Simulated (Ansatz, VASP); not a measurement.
**Zr3Ag: VASP beside Ansatz**

File INCAR:

```
SYSTEM = Zr3Ag
PREC = Accurate
ENCUT = 520
EDIFF = 1E-8
ISMEAR = -1
SIGMA = 0.05
LREAL = .False.
LASPH = .True.
NELM = 80
ALGO = Normal
ISIF = 2
LWAVE = .False.
LCHARG = .False.
GGA = CA
LEFG = .True.
NBANDS = 32
```

KPOINTS

```
regular mesh
0
Gamma
  7 7 8
  0 0 0
```

The input POSCAR:

```
Zr3Ag
1.0
    4.5203400000      0.0000000000      0.0000000000
    0.0000000000      4.5203400000      0.0000000000
    0.0000000000      0.0000000000      3.9860000000
Zr Ag
3 1
Direct
    0.5000000000      0.5000000000      0.0000000000
    0.0000000000      0.5000000000      0.5000000000
    0.5000000000      0.0000000000      0.5000000000
    0.0000000000      0.0000000000      0.0000000000
```

Input for Ansatz:

```yaml
crystal:
  lattice:
    - [4.52034, 0.0, 0.0]
    - [0.0, 4.52034, 0.0]
    - [0.0, 0.0, 3.986]
  atoms:
    - { symbol: Zr, position: [0.5, 0.5, 0.0] }
    - { symbol: Zr, position: [0.0, 0.5, 0.5] }
    - { symbol: Zr, position: [0.5, 0.0, 0.5] }
    - { symbol: Ag, position: [0.0, 0.0, 0.0] }
kpoints:
  mp_grid: { grid: [7, 7, 8] }
scf:
  occupations: { method: fermi_dirac, width: 0.05 }
hamiltonian:
  xc: lda
  pseudopotentials: { kind: paw }
output:
  forces: true
  stress: true
  eigenvalues: true
  efg: { contact_densities: true }
  write_density: true
  write_potential: true
  elf: true
  volumetric_format: npy
```

Change from the starting cell: equal xx and yy strain of -1 %, PAW files.

Alike in both runs: task electric field gradients; functional LDA; k mesh 7 × 7 × 8; occupations fermi-dirac, width 0.05 eV; no spin polarisation.

|  | VASP | Ansatz |
| --- | --- | --- |
| version | VASP 6.6.1 | Ansatz 0.2.0 |
| potentials or method | VASP PAW LDA potentials, release 64 (Zr_sv, Ag) | PAW with Ansatz's default frozen-core files, scalar-relativistic |
| plane-wave cutoff (eV) | 520 | 420 |
| valence electrons in the cell | 47 | 55 |

|  | VASP | Ansatz | Ansatz less VASP |
| --- | --- | --- | --- |
| pressure (GPa) | -2.8 | -3.0 | -0.15 |
| traceless stress, the component that is largest in VASP (GPa) | 1.79 | 1.81 | +0.015 |
| size of Vzz on the site where it differs most (V/Å²) | 45.4 | 39.3 | -6.16 |

LDA's correlation is that of Perdew and Zunger in VASP and of Perdew and Wang (1992) in Ansatz. VASP's potentials hold 47 valence electrons a cell and Ansatz's 55, so a difference there can come from the potentials and not from the codes.
